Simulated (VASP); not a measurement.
# ZnS (Cm) in VASP: settings compared

ZnS is run at these levels: PBE+D3(BJ), PBE; tasks: single point.

All numbers are computed with VASP 6.6.1; they aren't measurements. Logs are shortened: lines on timing, memory, paths and dates and some standing lists are left out, and cuts for length are marked.

### Step 1. The cell of the first run

It takes space group Cm (No. 8, monoclinic). The conventional cell has a = 6.662 Å, b = 3.846 Å, c = 19.101 Å, α = 90.00°, β = 98.36°, γ = 90.00°. Within 3.1 Å of Zn (site symmetry m) lie 4 S at 2.36 Å. Within 3.1 Å of Zn (site symmetry m) lie 4 S at 2.36 Å. Within 3.1 Å of Zn (site symmetry m) lie 4 S at 2.36 Å. Zn (site symmetry m) has 4 S at 2.36 Å and 1 Zn at 3.20 Å within 3.2 Å. Zn (site symmetry m) has 4 S at 2.36 to 2.89 Å and 1 Zn at 3.20 Å within 3.2 Å. Within 3.1 Å of Zn (site symmetry m) lie 4 S at 2.36 Å. S (site symmetry m) has 4 Zn at 2.36 Å within 3.1 Å. Within 3.1 Å of S (site symmetry m) lie 4 Zn at 2.36 Å.

### Step 2. Single point, PBE+D3(BJ)

INCAR reads:

```
SYSTEM = ZnS
ALGO = Normal
EDIFF = 1E-6
ENCUT = 520
GGA = PE
ISIF = 2
ISMEAR = 0
IVDW = 12
LASPH = .TRUE.
LCHARG = .FALSE.
LREAL = .FALSE.
LWAVE = .FALSE.
NBANDS = 66
NELM = 60
PREC = Accurate
SIGMA = 0.05
```

KPOINTS reads:

```
k-points
0
G
  8 8 2
  0 0 0
```

POSCAR reads:

```
ZnS
1.0
   -3.8462043731      0.0000000000      0.0000000000
   -1.9231021865     -3.3309106952      0.0000000000
   -3.3654288264     -1.9430312389     18.8985751533
Zn S
6 6
Direct
   -0.1926451681     -0.1926451681      0.7706488596
    0.4323548319      0.4323548319      0.2706488596
    0.2378528856      0.2378528856      0.6040807676
    0.8628528856      0.8628528856      0.1040807676
    0.0433594244      0.0433594244      0.9374981296
    0.6683594244      0.6683594244      0.4374981296
    0.3594417807      0.3594417807      0.3956426616
    0.7344417807      0.7344417807      0.8956426616
    0.2204535389      0.2204535389      0.0624796476
    0.5954535389      0.5954535389      0.5624796476
    0.1650772884      0.1650772884      0.7288389341
    0.7900772884      0.7900772884      0.2288389341
```

Potentials or basis: VASP PAW PBE potentials, release 64 (Zn, S).

Launch:

```sh
> cat potpaw_PBE.64/Zn/POTCAR potpaw_PBE.64/S/POTCAR > POTCAR
> mpirun -np 1 vasp_std > vasp.out
```

OUTCAR:

```text
SYSTEM = ZnS
   EDIFF = 1E-6
   ENCUT = 520
   GGA = PE
   ISIF = 2
   ISMEAR = 0
   IVDW = 12
   LASPH = .TRUE.
   LREAL = .FALSE.
   NELM = 60
   PREC = Accurate
 IVDW          = 12

 ion  position               nearest neighbor table
   1  0.807  0.807  0.771-  11 2.36  11 2.36  11 2.36   8 2.36
   2  0.432  0.432  0.271-  12 2.36  12 2.36  12 2.36   7 2.36
   3  0.238  0.238  0.604-  10 2.36  10 2.36  10 2.36  11 2.36
   4  0.863  0.863  0.104-   9 2.36   9 2.36   9 2.36  12 2.36
   5  0.043  0.043  0.937-   8 2.36   8 2.36   8 2.36   9 2.89
   6  0.668  0.668  0.437-   7 2.36   7 2.36   7 2.36  10 2.36
   7  0.359  0.359  0.396-   6 2.36   6 2.36   6 2.36   2 2.36
   8  0.734  0.734  0.896-   5 2.36   5 2.36   5 2.36   1 2.36
   9  0.220  0.220  0.062-   4 2.36   4 2.36   4 2.36   5 2.89
  10  0.595  0.595  0.562-   3 2.36   3 2.36   3 2.36   6 2.36
  11  0.165  0.165  0.729-   1 2.36   1 2.36   1 2.36   3 2.36
  12  0.790  0.790  0.229-   2 2.36   2 2.36   2 2.36   4 2.36

  LATTYP: Found a base centered monoclinic cell.
 ALAT       =     6.6618213904
 B/A-ratio  =     0.5773502692
 C/A-ratio  =     2.8672840952
 COS(beta)  =    -0.1453175384

  Lattice vectors:

 A1 = (  -3.8462043731,   0.0000000000,   0.0000000000)
 A2 = (  -1.9231021865,  -3.3309106952,   0.0000000000)
 A3 = (   2.4038777332,   1.3878794563,  18.8985751533)

Analysis of symmetry for initial positions (statically):
=====================================================================
 Subroutine PRICEL returns:
 Original cell was already a primitive cell.

 Routine SETGRP: Setting up the symmetry group for a
 base centered monoclinic supercell.

 Subroutine GETGRP returns: Found  2 space group operations
 (whereof  2 operations were pure point group operations)
 out of a pool of  4 trial point group operations.

The static configuration has the point symmetry C_1h.

Analysis of symmetry for dynamics (positions and initial velocities):
=====================================================================
 Subroutine PRICEL returns:
 Original cell was already a primitive cell.

 Routine SETGRP: Setting up the symmetry group for a
 base centered monoclinic supercell.

 Subroutine GETGRP returns: Found  2 space group operations
 (whereof  2 operations were pure point group operations)
 out of a pool of  4 trial point group operations.

The dynamic configuration has the point symmetry C_1h.

 Subroutine INISYM returns: Found  2 space group operations
 (whereof  2 operations are pure point group operations),
 and found     1 'primitive' translations

----------------------------------------------------------------------------------------

                                     Primitive cell

  volume of cell :     242.1165

  direct lattice vectors                    reciprocal lattice vectors
    -3.846204373  0.000000000  0.000000000    -0.259996584  0.150109098 -0.030866525
    -1.923102186 -3.330910695  0.000000000     0.000000000 -0.300218196 -0.030866525
    -3.365428826 -1.943031239 18.898575153     0.000000000  0.000000000  0.052914042

  length of vectors
     3.846204373  3.846204373 19.293978968     0.301800775  0.301800775  0.052914042

  position of ions in fractional coordinates (direct lattice)
     0.807354832  0.807354832  0.770648860
     0.432354832  0.432354832  0.270648860
     0.237852886  0.237852886  0.604080768
     0.862852886  0.862852886  0.104080768
     0.043359424  0.043359424  0.937498130
     0.668359424  0.668359424  0.437498130
     0.359441781  0.359441781  0.395642662
     0.734441781  0.734441781  0.895642662
     0.220453539  0.220453539  0.062479648
     0.595453539  0.595453539  0.562479648
     0.165077288  0.165077288  0.728838934
     0.790077288  0.790077288  0.228838934

  ion indices of the primitive-cell ions
   primitive index   ion index
                 1           1
                 2           2
                 3           3
                 4           4
                 5           5
                 6           6
                 7           7
                 8           8
                 9           9
                10          10
                11          11
                12          12

----------------------------------------------------------------------------------------

 KPOINTS: k-points

Automatic generation of k-mesh.
 Grid dimensions read from file:
 generate k-points for:    8    8    2

 Generating k-lattice:

  Cartesian coordinates                     Fractional coordinates (reciprocal lattice)
    -0.032499573  0.018763637 -0.003858316     0.125000000  0.000000000  0.000000000
     0.000000000 -0.037527275 -0.003858316     0.000000000  0.125000000  0.000000000
     0.000000000  0.000000000  0.026457021     0.000000000  0.000000000  0.500000000

  Length of vectors
     0.037725097  0.037725097  0.026457021

  Shift w.r.t. Gamma in fractional coordinates (k-lattice)
     0.000000000  0.000000000  0.000000000

 Subroutine IBZKPT returns following result:
 ===========================================

 Found     42 irreducible k-points:

 Following reciprocal coordinates:
            Coordinates               Weight
  0.000000  0.000000  0.000000      1.000000
  0.125000  0.000000  0.000000      4.000000
  0.250000  0.000000  0.000000      4.000000
  0.375000 -0.000000 -0.000000      4.000000
  0.500000  0.000000  0.000000      2.000000
  0.125000  0.125000  0.000000      2.000000
[... 16 lines left out ...]
  0.125000  0.000000  0.500000      4.000000
  0.250000  0.000000  0.500000      4.000000
 [... further k-points ...]
   k-points           NKPTS =     42   k-points in BZ     NKDIM =     42   number of bands    NBANDS=     66
   number of dos      NEDOS =    301   number of ions     NIONS =     12
   total plane-waves  NPLWV = 129600
   dimension x,y,z NGX =    30 NGY =   30 NGZ =  144
   dimension x,y,z NGXF=    60 NGYF=   60 NGZF=  288
   ions per type =               6   6
   NGX,Y,Z   is equivalent  to a cutoff of  12.97, 12.97, 12.41 a.u.
   NGXF,Y,Z  is equivalent  to a cutoff of  25.93, 25.93, 24.82 a.u.
 SYSTEM =  ZnS
   PREC   = accura    normal or accurate (medium, high low for compatibility)
   ISTART =      0    job   : 0-new  1-cont  2-samecut
   ICHARG =      2    charge: 1-file 2-atom 10-const
   ISPIN  =      1    spin polarized calculation?
   LNONCOLLINEAR =      F non collinear calculations
   LSORBIT =      F    spin-orbit coupling
   LASPH  =      T    aspherical Exc in radial PAW
   ENCUT  =  520.0 eV  38.22 Ry    6.18 a.u.   7.15  7.15 35.87*2*pi/ulx,y,z
   NELM   =     60;   NELMIN=  2; NELMDL= -5     # of ELM steps
   EDIFF  = 0.1E-05   stopping-criterion for ELM
   LREAL  =      F    real-space projection
   EDIFFG = 0.1E-04   stopping-criterion for IOM
   NSW    =      0    number of steps for IOM
   IBRION =     -1    ionic relax: 0-MD 1-quasi-New 2-CG
   NFREE  =      0    steps in history (QN), initial steepest desc. (CG)
   ISIF   =      2    stress and relaxation
   ISYM   =      2    0-nonsym 1-usesym 2-fastsym
   POTIM  = 0.5000    time-step for ionic-motion
   TEBEG  =    0.0;   TEEND  =   0.0 temperature during run
   PSTRESS=    0.0 pullay stress
   NELECT =     108.0000    total number of electrons
   NUPDOWN=      -1.0000    fix difference up-down
   EMIN   =  10.00;   EMAX   =-10.00  energy-range for DOS
   EFERMI =   0.00;   METHOD = LEGACY
   ISMEAR =     0;   SIGMA  =   0.05  broadening in eV -4-tet -1-fermi 0-gaus
   EFERMI_NEDOS =   21; number of points for ismear=-14 and -15
   IALGO  =     38    algorithm
   IMIX   =      4    mixing-type and parameters
     AMIX     =   0.40;   BMIX     =  1.00
     AMIX_MAG =   1.60;   BMIX_MAG =  1.00
  volume/ion in A,a.u.               =      20.18       136.16
  Fermi-wavevector in a.u.,A,eV,Ry     =   1.250858  2.363779 21.288291  1.564645
  Thomas-Fermi vector in A             =   2.384832
   LORBIT       =      0    0 simple, 1 ext, 2 COOP (PROOUT), +10 PAW based schemes
   GGA     = PE    functional components
   LHFCALC =     F    Hartree Fock is set to
   AEXX    =    0.0000 exact exchange contribution
   IVDW    =    12    specifies the selected vdW correction
   LEPSILON=     F    determine dielectric tensor
   LRPA    =     F    only Hartree local field effects (RPA)
 non-spin polarized calculation
 Gauss-broadening in eV      SIGMA  =   0.05
  energy-cutoff  :      520.00
  volume of cell :      242.12
 maximum number of plane-waves:      6559
 NGX is ok and might be reduce to    30
   NGX = 15   NGY = 15   NGZ = 71

 number of electron     108.0000002 magnetization

 Free energy of the ion-electron system (eV)
  ---------------------------------------------------
  ext. energy  EPLUGINS =         0.00000000
  ---------------------------------------------------
  free energy    TOTEN  =       -40.46728345 eV

  energy without entropy =      -40.46728345  energy(sigma->0) =      -40.46728345

 E-fermi :   2.3673     XC(G=0):  -9.5477

 val. band max:        2.1074659978   @ k =   0.0000   0.0000   0.0000
 cond. band min:       3.6473130778   @ k =   0.0000   0.0000   0.0000
 fundamental gap:      1.5398470800
 Fermi energy:         2.3673185918

 k-point     1 :       0.0000    0.0000    0.0000
  band No.  band energies     occupation
      1     -11.2687      2.00000
      2     -10.9707      2.00000
      3     -10.7722      2.00000
      4     -10.5088      2.00000
      5     -10.2894      2.00000
      6      -9.9289      2.00000
[... 58 lines left out ...]
     65       8.3569      0.00000
     66       8.3578      0.00000

 k-point     2 :       0.1250    0.0000    0.0000
  band No.  band energies     occupation
      1     -11.1728      2.00000
      2     -10.8821      2.00000
      3     -10.6824      2.00000
      4     -10.4371      2.00000
      5     -10.2150      2.00000
      6      -9.8617      2.00000
[... 58 lines left out ...]
     65       8.3649      0.00000
     66       8.4949      0.00000

 k-point     3 :       0.2500    0.0000    0.0000
  band No.  band energies     occupation
      1     -10.9202      2.00000
      2     -10.6527      2.00000
      3     -10.4553      2.00000
      4     -10.2513      2.00000
      5     -10.0307      2.00000
      6      -9.6927      2.00000
[... 1438 lines left out ...]
     65       8.3566      0.00000
     66       8.4562      0.00000

 k-point    24 :       0.2500    0.0000    0.5000
  band No.  band energies     occupation
      1     -10.9198      2.00000
      2     -10.6563      2.00000
      3     -10.4459      2.00000
      4     -10.2614      2.00000
      5     -10.0262      2.00000
      6      -9.6934      2.00000
[... 58 lines left out ...]
     65       8.3239      0.00000
     66       8.7795      0.00000

 [... further k-points ...]

------------------------ aborting loop because EDIFF is reached ----------------------------------------

 Edisp (eV)   -3.60630

 E8    (eV) :    -1.4166

  FORCE on cell =-STRESS in cart. coord.  units (eV):
  Direction    XX          YY          ZZ          XY          YZ          ZX
  --------------------------------------------------------------------------------------
  -------------------------------------------------------------------------------------
  Total      -5.15554    -4.28228    -3.87403    -0.75626     0.47711     0.82637
  in kB     -34.11617   -28.33749   -25.63595    -5.00448     3.15719     5.46841
  external pressure =      -29.36 kB  Pullay stress =        0.00 kB

 VOLUME and BASIS-vectors are now :
 -----------------------------------------------------------------------------
  energy-cutoff  :      520.00
  volume of cell :      242.12
      direct lattice vectors                 reciprocal lattice vectors
    -3.846204373  0.000000000  0.000000000    -0.259996584  0.150109098 -0.030866525
    -1.923102186 -3.330910695  0.000000000     0.000000000 -0.300218196 -0.030866525
    -3.365428826 -1.943031239 18.898575153     0.000000000  0.000000000  0.052914042

 POSITION                                       TOTAL-FORCE (eV/Angst)
 -----------------------------------------------------------------------------------
     -7.25144     -4.18662     14.56417        -0.004433     -0.002559     -0.109378
     -3.40524     -1.96601      5.11488        -0.005409     -0.003123     -0.119414
     -3.40524     -1.96601     11.41627         0.001367      0.000789     -0.106831
     -5.32834     -3.07632      1.96698         0.060166      0.034737      0.119202
     -3.40524     -1.96601     17.71738        -0.297669     -0.171859      0.127469
     -5.32834     -3.07632      8.26809         0.000654      0.000377     -0.106388
     -3.40524     -1.96601      7.47708         0.001436      0.000829      0.109828
     -7.25144     -4.18662     16.92637        -0.017619     -0.010173      0.265406
     -1.48213     -0.85571      1.18078         0.243950      0.140844     -0.513784
     -5.32834     -3.07632     10.63006         0.000161      0.000093      0.107305
     -3.40524     -1.96601     13.77402         0.004303      0.002485      0.096124
     -5.32834     -3.07632      4.32473         0.013093      0.007559      0.130461
 -----------------------------------------------------------------------------------
    total drift:                                0.000031      0.000018     -0.000286

  FREE ENERGIE OF THE ION-ELECTRON SYSTEM (eV)
  ---------------------------------------------------
  free  energy   TOTEN  =       -44.0735883842 eV

  energy  without entropy=      -44.0735883842  energy(sigma->0) =      -44.07358838
```

It took 22 min on 1 thread of Oxide Virtual Turin-like, shared host; peak memory 0.62 GiB.

Results:

| Property | Result |
| --- | --- |
| Free energy | -44.0736 eV |
| Pressure | -2.9 GPa |
| Largest force | 0.586 eV/Å |
| Band gap on the k mesh | 1.54 eV |
| Dispersion energy per atom | -0.301 eV |

Forces in eV/Å, atoms in the order of the input:
```
Zn  -0.004 -0.003 -0.109
Zn  -0.005 -0.003 -0.119
Zn   0.001  0.001 -0.107
Zn   0.060  0.035  0.119
Zn  -0.298 -0.172  0.127
Zn   0.001  0.000 -0.106
S    0.001  0.001  0.110
S   -0.018 -0.010  0.265
S    0.244  0.141 -0.514
S    0.000  0.000  0.107
S    0.004  0.002  0.096
S    0.013  0.008  0.130
```

Levels at points of the mesh, in eV from the valence-band top:
| k point | band 52 | band 53 | band 54 | band 55 | band 56 | band 57 |
| --- | --- | --- | --- | --- | --- | --- |
| (0.00, 0.00, 0.00) | -0.13 | -0.04 | 0.00 | 1.54 | 2.64 | 2.90 |
| (0.50, 0.00, 0.00) | -1.33 | -0.94 | -0.86 | 2.20 | 3.24 | 3.48 |
| (0.50, 0.50, 0.00) | -1.31 | -0.91 | -0.82 | 2.11 | 3.25 | 3.50 |
| (0.00, 0.00, 0.50) | -0.29 | -0.04 | 0.00 | 1.84 | 2.37 | 2.79 |
| (0.50, 0.00, 0.50) | -1.26 | -0.95 | -0.83 | 2.17 | 3.15 | 3.49 |
| (0.50, 0.50, 0.50) | -1.22 | -0.92 | -0.82 | 2.13 | 3.22 | 3.50 |

Caveat: three body term missing. A k mesh can miss the band edges.

### Step 3. Single point, PBE (the part above a cut slid along it)

Edit INCAR of step 2 so:

```diff
@@ -7,6 +7,7 @@
 ISMEAR = 0
-IVDW = 12
 LASPH = .TRUE.
-LCHARG = .FALSE.
+LCHARG = .TRUE.
+LELF = .TRUE.
 LREAL = .FALSE.
+LVHAR = .TRUE.
 LWAVE = .FALSE.
```

KPOINTS is that of step 2.

POSCAR reads:

```
ZnS
1.0
   -3.8462043731      0.0000000000      0.0000000000
   -1.9231021865     -3.3309106952      0.0000000000
   -4.3271722299     -2.4982940518     18.8985751533
Zn S
6 6
Direct
   -0.3211123330     -0.3211123330      0.7706488596
    0.3872376670      0.3872376670      0.2706488596
    0.1371526216      0.1371526216      0.6040807676
    0.8455026216      0.8455026216      0.1040807676
   -0.1129215138     -0.1129215138      0.9374981296
    0.5954284862      0.5954284862      0.4374981296
    0.2934881490      0.2934881490      0.3956426616
    0.5851381490      0.5851381490      0.8956426616
    0.2100381816      0.2100381816      0.0624796476
    0.5016881816      0.5016881816      0.5624796476
    0.0435798381      0.0435798381      0.7288389341
    0.7519298381      0.7519298381      0.2288389341
```

Potentials or basis: VASP PAW PBE potentials, release 64 (Zn, S).

Launch:

```sh
> cat potpaw_PBE.64/Zn/POTCAR potpaw_PBE.64/S/POTCAR > POTCAR
> mpirun -np 1 vasp_std > vasp.out
```

Wall time 23 min (1 thread of Oxide Virtual Turin-like, shared host); peak memory 0.61 GiB.

It converged, with:

```
Free energy            : -40.3983 eV
Pressure               : -0.3 GPa
Largest force          : 0.486 eV/Å
Band gap on the k mesh : 1.47 eV
```

Forces on the atoms (eV/Å):
```
Zn  -0.017 -0.010 -0.120
Zn   0.000  0.000 -0.130
Zn  -0.001 -0.001 -0.119
Zn  -0.111 -0.064  0.128
Zn   0.148  0.086  0.087
Zn  -0.001 -0.001 -0.118
S    0.001  0.000  0.122
S   -0.101 -0.058  0.258
S    0.081  0.047 -0.477
S   -0.001  0.000  0.116
S   -0.009 -0.005  0.107
S    0.011  0.007  0.146
```

Stress tensor (GPa, compression positive):
```
-0.31  0.43  0.06
 0.43 -0.81  0.03
 0.06  0.03  0.19
```

Levels at points of the mesh, in eV from the valence-band top:
```csv
k point,band 51,band 52,band 53,band 54,band 55,band 56,band 57,band 58
"(0.00, 0.00, 0.00)",-0.31,-0.13,-0.05,0.00,1.47,2.58,2.87,2.98
"(0.50, 0.00, 0.00)",-1.55,-1.34,-0.95,-0.75,2.04,3.21,3.48,3.52
"(0.50, 0.50, 0.00)",-1.52,-1.34,-0.94,-0.93,2.06,3.20,3.44,3.54
"(0.00, 0.00, 0.50)",-0.34,-0.30,-0.05,0.00,1.76,2.34,2.75,3.03
"(0.50, 0.00, 0.50)",-1.60,-1.28,-0.96,-0.73,2.03,3.16,3.47,3.60
"(0.50, 0.50, 0.50)",-1.57,-1.25,-0.95,-0.90,2.04,3.09,3.47,3.61
```

Caveat: the cell differs from its parent crystal (the part above a cut slid along it). A k mesh can miss the band edges.
